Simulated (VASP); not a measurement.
Wanted: the native input for a VASP 6.6.1 run.

```yaml
Task: single point
Functional: PBEsol
Dispersion: D4
Potentials_or_basis: VASP PAW PBE potentials, release 64 (Ba_sv, Ti_sv, O)
Cutoff: 520 eV
k_mesh: 4 × 4 × 4
Occupations: gaussian, width 0.01 eV
Spin: no spin polarisation
Dipole_correction: no
Further_INCAR_settings: ALGO = Normal; EDIFF = 1e-06; NBANDS = 28
```

The structure of BaTiO3 lies in POSCAR:

```
BaTiO3
1.0
    2.8622245346      1.5911330831      2.3703775114
   -2.7654638021      1.5896606371      2.2534132182
    0.0470982364     -3.3082654677      2.4016394416
Ba Ti O
1 1 3
Direct
    0.9816000000      0.0107500000      0.9878300000
    0.4848900000      0.4884100000      0.5081000000
    0.5041000000      0.4895800000      0.0208700000
    0.0283200000      0.5017200000      0.5090800000
    0.5217800000      0.0261100000      0.4997500000
```

The input as run:

INCAR

```
SYSTEM = BaTiO3
PREC = Accurate
ENCUT = 520
EDIFF = 1E-6
ISMEAR = 0
SIGMA = 0.01
LREAL = .False.
LASPH = .True.
NELM = 100
ALGO = Normal
ISIF = 2
LWAVE = .False.
LCHARG = .False.
GGA = PS
IVDW = 13
NBANDS = 28
```

KPOINTS

```
regular mesh
0
Gamma
  4 4 4
  0 0 0
```

Potentials or basis: VASP PAW PBE potentials, release 64 (Ba_sv, Ti_sv, O).

Run with:

```sh
$ cat potpaw_PBE.64/Ba_sv/POTCAR potpaw_PBE.64/Ti_sv/POTCAR potpaw_PBE.64/O/POTCAR > POTCAR
$ mpirun -np 1 vasp_std > vasp.out
```

Results of the run:

```json
{
  "Pressure": "-0.3 GPa",
  "Largest force": "1.242 eV/Å",
  "Band gap on the k mesh": "2.01 eV (least direct gap 2.32 eV)",
  "Dispersion energy per atom": "-0.124 eV"
}
```

Caveat: the PAW data sets were made with another functional, which shifts forces and pressure a little; spin-orbit coupling is left out, which moves the levels of the heavy elements.

Run time: 87 s on 1 thread of Intel Xeon 8259CL (shared host), peak memory 0.21 GiB.
